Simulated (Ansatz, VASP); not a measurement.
**SnO in VASP and in Ansatz**

```
Sn O
1.0
     3.82017    0.00000    0.00000
     0.00000    3.82017    0.00000
     0.00000    0.00000   22.22607
Sn O
4 4
Direct
  0.50000 0.00000 0.20246
  0.00000 0.50000 0.30878
  0.25000 0.75000 0.46626
  0.75000 0.25000 0.57257
  0.00000 0.00000 0.25562
  0.50000 0.50000 0.25562
  0.75000 0.75000 0.51941
  0.25000 0.25000 0.51941
```

Alike in both runs: task single point; functional PBE; dispersion D3(BJ); k mesh 7 × 7 × 1; occupations gaussian, width 0.05 eV; no spin polarisation.

|  | VASP | Ansatz |
| --- | --- | --- |
| version | VASP 6.6.1 | Ansatz 0.2.0 |
| potentials or method | VASP PAW PBE potentials, release 64 (Sn_d, O), cutoff 520 eV | scalar-relativistic, plane waves, PAW |
| valence electrons in the cell | 80 | 80 |

```tsv
	VASP	Ansatz	Ansatz less VASP
gap on the k mesh at the Fermi level (eV)	2.03	2.03	+0.007
least direct gap on the mesh (eV)	2.41	2.45	+0.042
rms of the force components (eV/Å)	0.062	0.071	+0.0094
```
